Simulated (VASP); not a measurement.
Wanted: the native input for a VASP 6.6.1 run.

```
Task                   : relaxation of cell and atoms
Functional             : PBE
Potentials or basis    : VASP PAW PBE potentials, release 64 (Cd, Se)
Cutoff                 : 600 eV
k mesh                 : 12 × 12 × 12
Occupations            : fermi-dirac, width 0.05 eV
Spin                   : no spin polarisation
Target pressure        : 27 GPa
Dipole correction      : no
Further INCAR settings : ALGO = Normal; EDIFF = 1e-07; IBRION = 2; EDIFFG = -0.005; NSW = 60; ISIF = 3
```

The structure of CdSe (zincblende type) lies in POSCAR:

```
CdSe
1.0
    0.0000000000      2.7405757022      2.7405757022
    2.7405757022      0.0000000000      2.7405757022
    2.7405757022      2.7405757022      0.0000000000
Cd Se
1 1
Direct
    0.0000000000      0.0000000000      0.0000000000
    0.2500000000      0.2500000000      0.2500000000
```

The input as run:

INCAR

```
PREC = Accurate ; ENCUT = 600
EDIFF = 1E-7 ; ISMEAR = -1
SIGMA = 0.05 ; LREAL = False
LASPH = True ; NELM = 100
ALGO = Normal ; ISIF = 3
LWAVE = False ; LCHARG = False
GGA = PE ; IBRION = 2
NSW = 60 ; EDIFFG = -0.005
PSTRESS = 270.0
```

KPOINTS

```
regular mesh
0
Gamma
  12 12 12
```

Potentials or basis: VASP PAW PBE potentials, release 64 (Cd, Se).

The run is started by

```bash
$ cat potpaw_PBE.64/Cd/POTCAR potpaw_PBE.64/Se/POTCAR > POTCAR
$ mpirun -np 1 vasp_std > vasp.out
```

It gave:

```json
{"Relaxed volume": "22.16 Å³/atom", "Relaxed cell": "a = 3.972 Å, b = 3.972 Å, c = 3.972 Å, α = 60.00°, β = 60.00°, γ = 60.00°", "Space group after relaxing (to 0.05 Å)": "F-43m (No. 216)", "Energy change on relaxing (the enthalpy is what falls)": "-326.2 meV/atom", "Ionic steps": "16", "Pressure after relaxing": "27.0 GPa", "Band gap on the k mesh": "1.08 eV, direct"}
```

Caveat: the cell is relaxed towards a set pressure, so the enthalpy falls and the energy may rise.

Run time: 2.4 min on 1 thread of AMD EPYC 9R45 96-Core Processor (Zen 5), on a shared host, peak memory 0.19 GiB.
